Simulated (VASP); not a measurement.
Set up this calculation in VASP 6.6.1, as the native input.

* Task: single point
* Functional: LDA
* Potentials or basis: VASP PAW LDA potentials, release 64 (Al, Pt)
* Cutoff: 520 eV
* k mesh: 6 × 6 × 1
* Occupations: gaussian, width 0.1 eV
* Spin: no spin polarisation
* Dipole correction: yes
* Further INCAR settings: ALGO = Normal; EDIFF = 1e-06; NBANDS = 35

The structure of Al12Pt lies in POSCAR:

```
Al12Pt
1.0
    5.6343731020      0.0000000000      0.0000000000
   -2.8171865510      4.8795102407      0.0000000000
    0.0000000000      0.0000000000     20.0320257113
Al Pt
12 1
Direct
    0.3333333333      0.1666666667      0.1996802549
    0.3333333333      0.6666666667      0.1996802549
    0.8333333333      0.1666666667      0.1996802549
    0.8333333333      0.6666666667      0.1996802549
    0.1666666667      0.3333333333      0.3128118626
    0.1666666667      0.8333333333      0.3128118626
    0.6666666667      0.3333333333      0.3128118626
    0.6666666667      0.8333333333      0.3128118626
    0.0000000000      0.0000000000      0.4259192672
    0.0000000000      0.5000000000      0.4259192672
    0.5000000000      0.0000000000      0.4259192672
    0.5000000000      0.5000000000      0.4259192672
    0.0833333333      0.3333333333      0.5146152417
```

One way to write it, as run:

INCAR

```
SYSTEM = Al12Pt
PREC = Accurate
ENCUT = 520
EDIFF = 1E-6
ISMEAR = 0
SIGMA = 0.1
LREAL = .FALSE.
LASPH = .TRUE.
NELM = 60
ALGO = Normal
ISIF = 2
LWAVE = .FALSE.
LCHARG = .FALSE.
LDIPOL = .TRUE.
IDIPOL = 3
DIPOL = 0.5 0.5 0.328
GGA = CA
NBANDS = 35
```

KPOINTS

```
Automatic mesh
0
G
  6 6 1
  0 0 0
```

Potentials or basis: VASP PAW LDA potentials, release 64 (Al, Pt).

Launch:

```console
$ cat potpaw_LDA.64/Al/POTCAR potpaw_LDA.64/Pt/POTCAR > POTCAR
$ mpirun -np 1 vasp_std > vasp.out
```

Results of the run:

```yaml
Largest_force: 2.358 eV/Å
Band_gap_on_the_k_mesh: zero (bands 23 and 24 overlap by 0.80 eV)
```

Caveat: spin-orbit coupling is left out, which moves the levels of the heavy elements.

Wall time 8.7 min on 1 thread of AMD EPYC 9R45 96-Core Processor (Zen 5) (shared host), peak memory 0.57 GiB.
